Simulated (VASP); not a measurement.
Input of a VASP 6.6.1 run:

File INCAR:

```
PREC = Accurate
ENCUT = 520
EDIFF = 1E-6
ISMEAR = -1
SIGMA = 0.05
LREAL = False
LASPH = True
NELM = 60
ALGO = Normal
ISIF = 2
LWAVE = False
LCHARG = False
GGA = PS
NBANDS = 11
```

The input KPOINTS:

```
regular mesh
0
Gamma
  12 12 12
```

POSCAR

```
Ba
1.0
   -2.4347073385      2.4347073385      2.4347073385
    2.4347073385     -2.4347073385      2.4347073385
    2.4347073385      2.4347073385     -2.4347073385
Ba
1
Direct
    0.0000000000      0.0000000000      0.0000000000
```

Potentials or basis: VASP PAW PBE potentials, release 64 (Ba_sv).

The run is started by

```sh
$ cat potpaw_PBE.64/Ba_sv/POTCAR > POTCAR
$ mpirun -np 1 vasp_std > vasp.out
```

Problem. Estimate the band gap on the k mesh.

Solution. Zero (band 5 reaches 2.43 eV, above the bottom of band 6 at 1.16 eV).

Problem. Predict the pressure.

Solution. 0.1 GPa.

Caveat: the PAW data sets were made with another functional, which shifts forces and pressure a little; spin-orbit coupling is left out, which moves the levels of the heavy elements.
